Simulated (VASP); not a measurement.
# BiTe: single point with r2SCAN

The system is BiTe, a slab with vacuum.

```
Te Bi
1.0
     4.57254    0.00000    0.00000
    -2.28627    3.95994    0.00000
     0.00000    0.00000   24.33366
Te Bi
3 3
Direct
  0.33333 0.66667 0.30822
  0.00000 0.00000 0.46164
  0.66667 0.33333 0.61507
  0.66667 0.33333 0.38493
  0.33333 0.66667 0.53836
  0.00000 0.00000 0.69178
```

| Quantity | Value |
| --- | --- |
| Program | VASP 6.6.1 |
| Task | single point |
| Functional | r2SCAN |
| Potentials or basis | VASP PAW PBE potentials, release 64 (Te, Bi_d) |
| Cutoff | 520 eV |
| k mesh | 9 × 9 × 1 |
| Occupations | gaussian, width 0.1 eV |
| Spin | no spin polarisation |
| Dipole correction | yes |
| Electric field (eV/Å) | 0.3 eV/Å |
| Further INCAR settings | ALGO = Normal; EDIFF = 1e-07; NBANDS = 40; EFIELD = 0.3 |

The largest force is 1.300 eV/Å. The band gap on the k mesh is zero (an odd number of electrons rules out a gap without spin polarisation).

Forces on the atoms (eV/Å):
```
Te   0.000  0.000  1.017
Te   0.000  0.000  0.159
Te   0.000  0.000  0.033
Bi   0.000  0.000 -1.300
Bi   0.000  0.000  0.230
Bi   0.000  0.000 -0.137
```

Levels at points of the mesh, in eV from the Fermi level:
```csv
k point,band 28,band 29,band 30,band 31,band 32,band 33,band 34,band 35
"(0.00, 0.00, 0.00)",-1.56,-1.45,-1.45,-0.70,-0.20,-0.20,0.23,0.89
```

Run time: 41 min on 1 thread of Oxide Virtual Turin-like Processor, with other jobs on the host, peak memory 0.66 GiB.

Caveat: the PAW data sets were made with another functional, which shifts forces and pressure a little; spin-orbit coupling is left out, which moves the levels of the heavy elements; an odd number of electrons without spin polarisation forces a metal; a magnetic or distorted state may lie lower.
